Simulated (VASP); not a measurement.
FeRu, 2 atoms in the cell. The structure is hexagonal, space group P-6m2 (No. 187). Conventional cell: a = 2.412 Å, b = 2.412 Å, c = 3.714 Å, α = 90.00°, β = 90.00°, γ = 120.00°. Fe (site symmetry -6m2) has 6 Ru at 2.32 Å and 6 Fe at 2.41 Å within 3.1 Å. Within 3.1 Å of Ru (site symmetry -6m2) lie 6 Fe at 2.32 Å and 6 Ru at 2.41 Å. 

* Program: VASP 6.6.1
* Task: single point
* Functional: LDA
* Potentials or basis: VASP PAW LDA potentials, release 64 (Fe, Ru_pv)
* Cutoff: 520 eV
* k mesh: 12 × 12 × 7
* Occupations: fermi-dirac, width 0.05 eV
* Spin: collinear spin, ferromagnetic start
* Starting moments: [3.0, 1.5] μB
* Dipole correction: no
* Further INCAR settings: ALGO = Normal; EDIFF = 1e-06; NBANDS = 22

Potentials or basis: VASP PAW LDA potentials, release 64 (Fe, Ru_pv).

The run is started by

```bash
$ cat potpaw_LDA.64/Fe/POTCAR potpaw_LDA.64/Ru_pv/POTCAR > POTCAR
$ mpirun -np 1 vasp_std > vasp.out
```

Hardware: 1 thread of Intel Xeon 8259CL (shared host).

Task: How long does it take, and how much memory?

Result: It took 96 s on 1 thread of Intel Xeon 8259CL, with other jobs on the host, peak memory 0.17 GiB. Counts: scf iterations 14, k points 76.
